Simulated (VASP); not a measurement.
# SnO (P1) in VASP: a series of runs, part 2 of 2

VASP 6.6.1. The steps go on from the part before.

## (3) Single point, PBEsol (atom 1 (Sn) moved +0.175 Å along Cartesian [1 -1 0])

The input, INCAR:

```
PREC = Accurate
ENCUT = 520
EDIFF = 1E-6
ISMEAR = 0
SIGMA = 0.05
LREAL = F
LASPH = T
NELM = 100
ALGO = Normal
ISIF = 2
LWAVE = F
LCHARG = F
GGA = PS
NBANDS = 28
```

The input, KPOINTS:

```
Automatic mesh
0
Gamma
  8 6 8
```

The input, POSCAR:

```
SnO
1.0
    3.3156061815      0.0000000000      0.0000000000
    0.0000000000      5.7049851891      0.0000000000
    0.0000000000      0.0000000000      3.8941648049
Sn O
2 2
Direct
    0.0373215876      0.2120988324      0.5261742991
    0.5000000000      0.7662107192      0.0261742991
    0.0000000000      0.8853564082      0.7238267009
    0.5000000000      0.1146435918      0.2238267009
```

Potentials or basis: VASP PAW PBE potentials, release 64 (Sn_d, O).

Command:

```
$ cat potpaw_PBE.64/Sn_d/POTCAR potpaw_PBE.64/O/POTCAR > POTCAR
$ mpirun -np 1 vasp_std > vasp.out
```

OUTCAR:

```text
PREC = Accurate
   ENCUT = 520
   EDIFF = 1E-6
   ISMEAR = 0
   LREAL = F
   LASPH = T
   NELM = 100
   ISIF = 2
   GGA = PS

 ion  position               nearest neighbor table
   1  0.037  0.212  0.526-   4 2.01   3 2.02   4 2.21   2 3.55   2 3.55   2 3.67   2 3.67
   2  0.500  0.766  0.026-   4 2.13   3 2.14   3 2.14   1 3.55   1 3.55   1 3.67   1 3.67
   3  0.000  0.885  0.724-   1 2.02   2 2.14   2 2.14
   4  0.500  0.115  0.224-   1 2.01   2 2.13   1 2.21

  LATTYP: Found a simple orthorhombic cell.
 ALAT       =     3.3156061815
 B/A-ratio  =     1.1744955799
 C/A-ratio  =     1.7206462037

  Lattice vectors:

 A1 = (  -3.3156061815,   0.0000000000,   0.0000000000)
 A2 = (   0.0000000000,   0.0000000000,   3.8941648049)
 A3 = (   0.0000000000,   5.7049851891,   0.0000000000)

Analysis of symmetry for initial positions (statically):
=====================================================================
 Subroutine PRICEL returns:
 Original cell was already a primitive cell.

 Routine SETGRP: Setting up the symmetry group for a
 simple orthorhombic supercell.

 Subroutine GETGRP returns: Found  1 space group operations
 (whereof  1 operations were pure point group operations)
 out of a pool of  8 trial point group operations.

The static configuration has the point symmetry C_1 .

Analysis of symmetry for dynamics (positions and initial velocities):
=====================================================================
 Subroutine PRICEL returns:
 Original cell was already a primitive cell.

 Routine SETGRP: Setting up the symmetry group for a
 simple orthorhombic supercell.

 Subroutine GETGRP returns: Found  1 space group operations
 (whereof  1 operations were pure point group operations)
 out of a pool of  8 trial point group operations.

The dynamic configuration has the point symmetry C_1 .

 Subroutine INISYM returns: Found  1 space group operations
 (whereof  1 operations are pure point group operations),
 and found     1 'primitive' translations

----------------------------------------------------------------------------------------

                                     Primitive cell

  volume of cell :      73.6600

  direct lattice vectors                    reciprocal lattice vectors
     3.315606182  0.000000000  0.000000000     0.301603974  0.000000000  0.000000000
     0.000000000  5.704985189  0.000000000     0.000000000  0.175285293  0.000000000
     0.000000000  0.000000000  3.894164805     0.000000000  0.000000000  0.256794473

  length of vectors
     3.315606182  5.704985189  3.894164805     0.301603974  0.175285293  0.256794473

  position of ions in fractional coordinates (direct lattice)
     0.037321588  0.212098832  0.526174299
     0.500000000  0.766210719  0.026174299
     0.000000000  0.885356408  0.723826701
     0.500000000  0.114643592  0.223826701

  ion indices of the primitive-cell ions
   primitive index   ion index
                 1           1
                 2           2
                 3           3
                 4           4

----------------------------------------------------------------------------------------

 KPOINTS: Automatic mesh

Automatic generation of k-mesh.
 Grid dimensions read from file:
 generate k-points for:    8    6    8

 Generating k-lattice:

  Cartesian coordinates                     Fractional coordinates (reciprocal lattice)
     0.037700497  0.000000000  0.000000000     0.125000000  0.000000000  0.000000000
     0.000000000  0.029214215  0.000000000     0.000000000  0.166666667  0.000000000
     0.000000000  0.000000000  0.032099309     0.000000000  0.000000000  0.125000000

  Length of vectors
     0.037700497  0.029214215  0.032099309

  Shift w.r.t. Gamma in fractional coordinates (k-lattice)
     0.000000000  0.000000000  0.000000000

 Subroutine IBZKPT returns following result:
 ===========================================

 Found    196 irreducible k-points:

 Following reciprocal coordinates:
            Coordinates               Weight
  0.000000  0.000000  0.000000      1.000000
  0.125000  0.000000  0.000000      2.000000
  0.250000  0.000000  0.000000      2.000000
  0.375000  0.000000  0.000000      2.000000
  0.500000  0.000000  0.000000      1.000000
  0.000000  0.166667  0.000000      2.000000
[... 16 lines left out ...]
  0.125000  0.500000  0.000000      2.000000
  0.250000  0.500000  0.000000      2.000000
 [... further k-points ...]
   k-points           NKPTS =    196   k-points in BZ     NKDIM =    196   number of bands    NBANDS=     28
   number of dos      NEDOS =    301   number of ions     NIONS =      4
   total plane-waves  NPLWV =  35280
   dimension x,y,z NGX =    28 NGY =   42 NGZ =   30
   dimension x,y,z NGXF=    56 NGYF=   84 NGZF=   60
   ions per type =               2   2
   NGX,Y,Z   is equivalent  to a cutoff of  14.04, 12.24, 12.81 a.u.
   NGXF,Y,Z  is equivalent  to a cutoff of  28.08, 24.48, 25.61 a.u.
 SYSTEM =  unknown system
   PREC   = accura    normal or accurate (medium, high low for compatibility)
   ISTART =      0    job   : 0-new  1-cont  2-samecut
   ICHARG =      2    charge: 1-file 2-atom 10-const
   ISPIN  =      1    spin polarized calculation?
   LNONCOLLINEAR =      F non collinear calculations
   LSORBIT =      F    spin-orbit coupling
   LASPH  =      T    aspherical Exc in radial PAW
   ENCUT  =  520.0 eV  38.22 Ry    6.18 a.u.   6.16 10.61  7.24*2*pi/ulx,y,z
   NELM   =    100;   NELMIN=  2; NELMDL= -5     # of ELM steps
   EDIFF  = 0.1E-05   stopping-criterion for ELM
   LREAL  =      F    real-space projection
   EDIFFG = 0.1E-04   stopping-criterion for IOM
   NSW    =      0    number of steps for IOM
   IBRION =     -1    ionic relax: 0-MD 1-quasi-New 2-CG
   NFREE  =      0    steps in history (QN), initial steepest desc. (CG)
   ISIF   =      2    stress and relaxation
   ISYM   =      2    0-nonsym 1-usesym 2-fastsym
   POTIM  = 0.5000    time-step for ionic-motion
   TEBEG  =    0.0;   TEEND  =   0.0 temperature during run
   PSTRESS=    0.0 pullay stress
   NELECT =      40.0000    total number of electrons
   NUPDOWN=      -1.0000    fix difference up-down
   EMIN   =  10.00;   EMAX   =-10.00  energy-range for DOS
   EFERMI =   0.00;   METHOD = LEGACY
   ISMEAR =     0;   SIGMA  =   0.05  broadening in eV -4-tet -1-fermi 0-gaus
   EFERMI_NEDOS =   21; number of points for ismear=-14 and -15
   IALGO  =     38    algorithm
   IMIX   =      4    mixing-type and parameters
     AMIX     =   0.40;   BMIX     =  1.00
     AMIX_MAG =   1.60;   BMIX_MAG =  1.00
  volume/ion in A,a.u.               =      18.42       124.27
  Fermi-wavevector in a.u.,A,eV,Ry     =   1.335624  2.523963 24.271319  1.783892
  Thomas-Fermi vector in A             =   2.464314
   LORBIT       =      0    0 simple, 1 ext, 2 COOP (PROOUT), +10 PAW based schemes
   GGA     = PS    functional components
   LHFCALC =     F    Hartree Fock is set to
   AEXX    =    0.0000 exact exchange contribution
   IVDW    =     0    specifies the selected vdW correction
   LEPSILON=     F    determine dielectric tensor
   LRPA    =     F    only Hartree local field effects (RPA)
 non-spin polarized calculation
 Gauss-broadening in eV      SIGMA  =   0.05
  energy-cutoff  :      520.00
  volume of cell :       73.66
 maximum number of plane-waves:      2004
 NGX is ok and might be reduce to    28
   NGX = 13   NGY = 21   NGZ = 15

 number of electron      40.0000015 magnetization

 Free energy of the ion-electron system (eV)
  ---------------------------------------------------
  ext. energy  EPLUGINS =         0.00000000
  ---------------------------------------------------
  free energy    TOTEN  =       -23.64851837 eV

  energy without entropy =      -23.64851837  energy(sigma->0) =      -23.64851837

 E-fermi :   5.8786     XC(G=0): -10.1965

 val. band max:        5.6735299335   @ k =   0.0000   0.0000   0.0000
 cond. band min:       6.9981461057   @ k =   0.3750   0.5000   0.0000
 fundamental gap:      1.3246161722
 Fermi energy:         5.8785543695

 k-point     1 :       0.0000    0.0000    0.0000
  band No.  band energies     occupation
      1     -15.7228      2.00000
      2     -15.2547      2.00000
      3     -15.1567      2.00000
      4     -15.0983      2.00000
      5     -15.0602      2.00000
      6     -15.0499      2.00000
[... 733 lines left out ...]
     27      15.1350      0.00000
     28      16.0717      0.00000

 [... further k-points ...]

------------------------ aborting loop because EDIFF is reached ----------------------------------------

  FORCE on cell =-STRESS in cart. coord.  units (eV):
  Direction    XX          YY          ZZ          XY          YZ          ZX
  --------------------------------------------------------------------------------------
  -------------------------------------------------------------------------------------
  Total        1.9471193      3.2196939      1.8521802     -0.6677041     -0.3482055     -1.1080342
  in kB       42.3517495     70.0314918     40.2867305    -14.5232168     -7.5738093    -24.1008273
  external PRESSURE =      50.8899906 kB  Pullay stress =       0.0000000 kB

 VOLUME and BASIS-vectors are now :
 -----------------------------------------------------------------------------
  energy-cutoff  :      520.00
  volume of cell :       73.66
      direct lattice vectors                 reciprocal lattice vectors
     3.315606182  0.000000000  0.000000000     0.301603974  0.000000000  0.000000000
     0.000000000  5.704985189  0.000000000     0.000000000  0.175285293  0.000000000
     0.000000000  0.000000000  3.894164805     0.000000000  0.000000000  0.256794473

 POSITION                                       TOTAL-FORCE (eV/Angst)
 -----------------------------------------------------------------------------------
      0.12374      1.21002      2.04901        -0.999121      2.144267      0.395812
      1.65780      4.37122      0.10193         0.059555     -0.554571      0.125952
      0.00000      5.05095      2.81870         0.033059     -0.945413      0.162281
      1.65780      0.65404      0.87162         0.906507     -0.644282     -0.684046
 -----------------------------------------------------------------------------------
    total drift:                               -0.000201     -0.000146     -0.000367

  FREE ENERGIE OF THE ION-ELECTRON SYSTEM (eV)
  ---------------------------------------------------
  free  energy   TOTEN  =       -23.6485183681 eV

  energy  without entropy=      -23.6485183681  energy(sigma->0) =      -23.64851837
```

stdout:

```text
POSCAR found type information on POSCAR SnO
 POSCAR found :  2 types and       4 ions
 scaLAPACK will be used
 -----------------------------------------------------------------------------
|                                                                             |
|                                                                             |
|     You enforced a specific xc type in the INCAR file but a different       |
|     I HOPE YOU KNOW WHAT YOU ARE DOING!                                     |
|                                                                             |
 -----------------------------------------------------------------------------

 LDA part: xc-table for (Slater+PW92), standard interpolation
 POSCAR, INCAR and KPOINTS ok, starting setup
 FFT: planning ... GRIDC
 FFT: planning ... GRID_SOFT
 FFT: planning ... GRID
 WAVECAR not read
 entering main loop
```

Run time: 8.1 min. Hardware: 1 thread of Oxide Virtual Turin-like, shared host; peak memory 0.39 GiB.

What came out:

```yaml
Free_energy: -23.6485 eV
Pressure: 5.1 GPa
Largest_force: 2.398 eV/Å
Band_gap_on_the_k_mesh: 1.32 eV (least direct gap 1.85 eV)
```

Forces on the atoms (eV/Å):
```
Sn  -0.999  2.144  0.396
Sn   0.060 -0.555  0.126
O    0.033 -0.945  0.162
O    0.907 -0.644 -0.684
```

Caveat: the cell differs from its parent crystal (atom 1 (Sn) moved +0.175 Å along Cartesian [1 -1 0]); the cell stands under pressure; the PAW data sets were made with another functional, which shifts forces and pressure a little; spin-orbit coupling is left out, which moves the levels of the heavy elements. A k mesh can miss the band edges.

## (4) Single point, PBEsol (atom 1 (Sn) moved -0.150 Å along Cartesian [1 -1 0])

The input, INCAR:

```
PREC = Accurate ; ENCUT = 520
EDIFF = 1E-7 ; ISMEAR = 0
SIGMA = 0.05 ; LREAL = False
LASPH = True ; NELM = 100
ALGO = Normal ; ISIF = 2
LWAVE = False ; LCHARG = False
GGA = PS ; NBANDS = 28
```

KPOINTS is that of step 3.

POSCAR, as its differences from that of step 3:

```diff
@@ -8,3 +8,3 @@
 Direct
-    0.0373215876      0.2120988324      0.5261742991
+   -0.0319899323      0.2523810937      0.5261742991
     0.5000000000      0.7662107192      0.0261742991
```

Command:

```
$ cat potpaw_PBE.64/Sn_d/POTCAR potpaw_PBE.64/O/POTCAR > POTCAR
$ mpirun -np 1 vasp_std > vasp.out
```

Run time: 8.5 min. Hardware: 1 thread of Oxide Virtual Turin-like, shared host; peak memory 0.39 GiB.

It converged, with:

- Free energy: -23.7497 eV
- Pressure: -2.5 GPa
- Largest force: 1.130 eV/Å
- Band gap on the k mesh: 1.10 eV (least direct gap 1.74 eV)

Forces on the atoms (eV/Å):
```
Sn   0.491 -1.014 -0.084
Sn  -0.030  0.309 -0.047
O   -0.071  0.349 -0.022
O   -0.390  0.356  0.153
```

Stress tensor (GPa, compression positive):
```
-1.70  1.06  0.98
 1.06 -3.89  0.37
 0.98  0.37 -1.83
```

Levels at points of the mesh, in eV from the valence-band top:
```csv
k point,band 16,band 17,band 18,band 19,band 20,band 21,band 22,band 23,band 24,band 25
"(0.00, 0.00, 0.00)",-3.85,-3.60,-2.52,-2.07,0.00,3.05,3.24,6.08,6.22,7.80
"(0.50, 0.00, 0.00)",-4.25,-2.64,-2.57,-1.52,-1.25,2.32,2.62,5.43,5.81,6.84
"(0.00, 0.50, 0.00)",-4.06,-3.78,-2.55,-1.72,-1.60,3.23,4.23,5.13,5.41,6.88
"(0.50, 0.50, 0.00)",-3.98,-2.67,-2.56,-1.34,-1.09,1.75,2.00,6.08,6.49,6.86
"(0.00, 0.00, 0.50)",-3.76,-3.10,-3.05,-1.61,-1.38,2.44,2.55,5.30,5.61,7.82
"(0.50, 0.00, 0.50)",-3.96,-3.49,-3.34,-1.45,-1.19,1.77,1.90,4.46,4.66,6.68
"(0.00, 0.50, 0.50)",-3.06,-3.03,-2.90,-1.79,-1.44,1.80,1.95,5.70,6.11,7.72
"(0.50, 0.50, 0.50)",-4.16,-3.78,-3.65,-0.61,-0.42,2.06,2.21,3.93,4.07,6.02
```

Caveat: the cell differs from its parent crystal (atom 1 (Sn) moved -0.150 Å along Cartesian [1 -1 0]); the PAW data sets were made with another functional, which shifts forces and pressure a little; spin-orbit coupling is left out, which moves the levels of the heavy elements.

## (5) Overview

| cell | gap on the mesh (eV) | pressure (GPa) | largest force (eV/Å) |
| --- | --- | --- | --- |
| as given, atomic positions A | 1.32 | 4.3 | 2.00 |
| as given, atomic positions B | 1.32 | 5.1 | 2.40 |
| as given, atomic positions C | 1.10 | -2.5 | 1.13 |

Alike in all rows: task single point; level PBEsol; potentials or basis VASP PAW PBE potentials, release 64 (Sn_d, O); no spin polarisation; k mesh 8 × 6 × 8; cutoff (eV) 520; smearing gaussian 0.05 eV.

Caveats: the PAW data sets were made with another functional, which shifts forces and pressure a little; spin-orbit coupling is left out, which moves the levels of the heavy elements; the cell stands under pressure (at least some runs).

Absolute energies hang on the potentials; compare differences alone.
